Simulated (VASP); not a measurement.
Runs of VASP 6.6.1 on ZnS. The structure is that of space group P6_3mc (No. 186), or close to it. The cells are those of the table. 

```csv
cell,gap on the mesh (eV),pressure (GPa),largest force (eV/Å)
"a = 3.896, b = 3.896, c = 11.293 Å, angles 90.0, 90.0, 120.0°, 8 atoms",2.19,9.6,1.70
"a = 3.770, b = 3.770, c = 13.109 Å, angles 90.0, 90.0, 120.0°, 8 atoms",1.90,0.6,0.27
"a = 4.087, b = 4.087, c = 11.151 Å, angles 90.0, 90.0, 120.0°, 8 atoms",(a),4.7,2.24
"a = 3.593, b = 3.593, c = 13.276 Å, angles 90.0, 90.0, 120.0°, 8 atoms",(b),9.1,0.79
"a = 3.975, b = 3.975, c = 10.846 Å, angles 90.0, 90.0, 120.0°, 8 atoms",2.02,(c),3.11
```

Alike in all rows: task single point; level PBE; potentials or basis VASP PAW PBE potentials, release 64 (Zn, S); no spin polarisation; k mesh 9 × 9 × 4; cutoff (eV) 520; smearing gaussian 0.05 eV.

Q: Fill in the values left out.

A: (a) 1.83; (b) 1.86; (c) 12.8.

Caveats: forces of over 1 eV/Å act on the atoms, so gaps and moduli don't describe the material at rest (at least some runs); the stress differs along the axes, from 1 to 26 GPa (at least some runs); the stress differs along the axes, from -4 to 3 GPa (at least some runs); the stress differs along the axes, from -5 to 25 GPa (at least some runs); the stress differs along the axes, from -3 to 15 GPa (at least some runs); the stress differs along the axes, from -1 to 40 GPa (at least some runs).

A k mesh can miss the band edges.
